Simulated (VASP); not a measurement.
Set up this calculation in VASP 6.6.1, as the native input.

```
Task                   : single point
Functional             : revPBE
Potentials or basis    : VASP PAW PBE potentials, release 64 (Al, N)
Cutoff                 : 520 eV
k mesh                 : 10 × 10 × 10
Occupations            : gaussian, width 0.05 eV
Spin                   : no spin polarisation
Dipole correction      : no
Further INCAR settings : ALGO = Normal; EDIFF = 1e-06; NBANDS = 11
```

The structure of AlN lies in POSCAR:

```
AlN
1.0
    0.0000000000      2.0580353651      2.0580353651
    2.0580353651      0.0000000000      2.0580353651
    2.0580353651      2.0580353651      0.0000000000
Al N
1 1
Direct
    0.0000000000      0.0000000000      0.0000000000
    0.5000000000      0.5000000000      0.5000000000
```

This cell differs from its parent crystal: volume scaled by 1.02.

One way to write it, as run:

INCAR

```
SYSTEM = AlN
PREC = Accurate
ENCUT = 520
EDIFF = 1E-6
ISMEAR = 0
SIGMA = 0.05
LREAL = .False.
LASPH = .True.
NELM = 100
ALGO = Normal
ISIF = 2
LWAVE = .False.
LCHARG = .True.
GGA = RE
LELF = .True.
LVHAR = .True.
NBANDS = 11
```

KPOINTS

```
Automatic mesh
0
Gamma
  10 10 10
  0 0 0
```

Potentials or basis: VASP PAW PBE potentials, release 64 (Al, N).

The run is started by

```bash
$ cat potpaw_PBE.64/Al/POTCAR potpaw_PBE.64/N/POTCAR > POTCAR
$ mpirun -np 1 vasp_std > vasp.out
```

Results of the run:

```yaml
Pressure: -5.1 GPa
Band_gap_on_the_k_mesh: 4.19 eV, indirect (least direct gap 4.95 eV)
```

Caveat: the PAW data sets were made with another functional, which shifts forces and pressure a little.

Run time: 4.6 s on 1 thread of Intel Xeon 6975P-C, on a shared host, peak memory 0.13 GiB.
